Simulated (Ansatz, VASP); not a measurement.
# Two plane-wave programs on Ti3Al5

```
Ti Al
1.0
     3.68913    0.00000    0.00000
     0.00000    3.68913    0.00000
     0.00000    0.00000    8.29688
Ti Al
3 5
Direct
  0.00000 0.00000 0.50000
  0.50000 0.50000 0.00000
  0.50000 0.50000 0.50000
  0.00000 0.50000 0.25235
  0.00000 0.50000 0.74765
  0.50000 0.00000 0.25235
  0.50000 0.00000 0.74765
  0.00000 0.00000 0.00000
```

Change from the starting cell: strain -0.050 along x and y, +0.000 along z, atoms carried along.

Alike in both runs: task single point; functional PBEsol; k mesh 10 × 10 × 6; occupations gaussian, width 0.15 eV; no spin polarisation.

|  | VASP | Ansatz |
| --- | --- | --- |
| version | VASP 6.6.1 | Ansatz 0.2.0 |
| potentials or method | VASP PAW PBE potentials, release 64 (Ti_sv, Al), cutoff 520 eV | scalar-relativistic, plane waves, PAW |
| valence electrons in the cell | 51 | 51 |

Ansatz gave:

* gap on the k mesh at the Fermi level (eV): none
* pressure (GPa): 14.7
* traceless stress, the component that is largest in VASP (GPa): -6.82
* rms of the force components (eV/Å): 0.067

**Question.** What did VASP give for the same quantities?

**Answer.** gap on the k mesh at the Fermi level (eV): none; pressure (GPa): 14.8; traceless stress, the component that is largest in VASP (GPa): -6.82; rms of the force components (eV/Å): 0.066.

VASP's potentials were made for PBE, not for PBEsol. Atom by atom the forces differ by 0.000 eV/Å (rms over components). A gap of «none» marks a metal or a gap that the smearing closes.
